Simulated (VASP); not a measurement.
Input of a VASP 6.6.1 run:

INCAR

```
ALGO = Normal ; DIPOL = 0.5 0.5 0.500
EDIFF = 1E-7 ; EDIFFG = -0.03
ENCUT = 520 ; IBRION = 2
IDIPOL = 3 ; ISIF = 2
ISMEAR = 0 ; LASPH = True
LCHARG = False ; LDIPOL = True
LREAL = False ; LWAVE = False
NELM = 80 ; NSW = 70
PREC = Accurate ; SIGMA = 0.05
```

The input KPOINTS:

```
k-points
0
Gamma
  9 9 1
```

The input POSCAR:

```
AlN
1.0
    3.0886572978      0.0000000000      0.0000000000
   -1.5443286489      2.6748556835      0.0000000000
    0.0000000000      0.0000000000     21.9978751052
N Al
4 4
Selective dynamics
Direct
    0.3333333333      0.6666666667      0.3182125531  F F F
    0.6666666667      0.3333333333      0.4305648949  F F F
    0.3333333333      0.6666666667      0.5429172366  T T T
    0.6666666667      0.3333333333      0.6552695784  T T T
    0.6666666667      0.3333333333      0.3447304216  F F F
    0.3333333333      0.6666666667      0.4570827634  F F F
    0.6666666667      0.3333333333      0.5694351051  T T T
    0.3333333333      0.6666666667      0.6817874469  T T T
```

Potentials or basis: VASP PAW LDA potentials, release 64 (N, Al).

The run is started by

```sh
$ cat potpaw_LDA.64/N/POTCAR potpaw_LDA.64/Al/POTCAR > POTCAR
$ mpirun -np 1 vasp_std > vasp.out
```

**Question.** Estimate the energy gained by relaxing.

**Answer.** 9.5 meV/atom.

**Question.** Estimate the band gap on the k mesh.

**Answer.** Zero (bands 16 and 17 overlap by 0.36 eV).

Final structure:
```yaml
crystal:
  lattice:
    - [3.08866, 0.00000, 0.00000]
    - [-1.54433, 2.67486, 0.00000]
    - [0.00000, 0.00000, 21.99788]
  atoms:
    - { symbol: N, position: [0.33333, 0.66667, 0.31821] }
    - { symbol: N, position: [0.66667, 0.33333, 0.43056] }
    - { symbol: N, position: [0.33333, 0.66667, 0.54557] }
    - { symbol: N, position: [0.66667, 0.33333, 0.65701] }
    - { symbol: Al, position: [0.66667, 0.33333, 0.34473] }
    - { symbol: Al, position: [0.33333, 0.66667, 0.45708] }
    - { symbol: Al, position: [0.66667, 0.33333, 0.56762] }
    - { symbol: Al, position: [0.33333, 0.66667, 0.68027] }
```
